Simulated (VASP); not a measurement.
Runs of VASP 6.6.1 on Au. The structure is that of space group Fm-3m (No. 225), or close to it. The cells are those of the table. 

```tsv
cell	gap on the mesh (eV)	pressure (GPa)
a = 2.871, b = 2.871, c = 2.893 Å, angles 59.8, 59.8, 60.5°, 1 atom	none	1.5
a = 2.915, b = 2.915, c = 2.849 Å, angles 60.7, 60.7, 58.5°, 1 atom	none	(a)
a = 2.936, b = 2.936, c = 2.893 Å, angles 60.5, 60.5, 59.0°, 1 atom	none	-5.8
a = 2.893, b = 2.893, c = 2.849 Å, angles 60.5, 60.5, 59.0°, 1 atom	none	1.5
a = 2.871, b = 2.871, c = 2.849 Å, angles 60.3, 60.3, 59.5°, 1 atom	none	4.3
```

Alike in all rows: task single point; level PBEsol; potentials or basis VASP PAW PBE potentials, release 64 (Au); no spin polarisation; k mesh 20 × 20 × 20; cutoff (eV) 520; smearing gaussian 0.15 eV.

Estimate the missing entries.

(a) -1.1.

Caveats: the PAW data sets were made with another functional, which shifts forces and pressure a little; spin-orbit coupling is left out, which moves the levels of the heavy elements; the cell stands under tension (at least some runs); the cell stands under pressure (at least some runs).

A k mesh can miss the band edges, and the runs leave out spin-orbit coupling on Au.

A gap of «none» marks levels without a gap at the run's occupations.
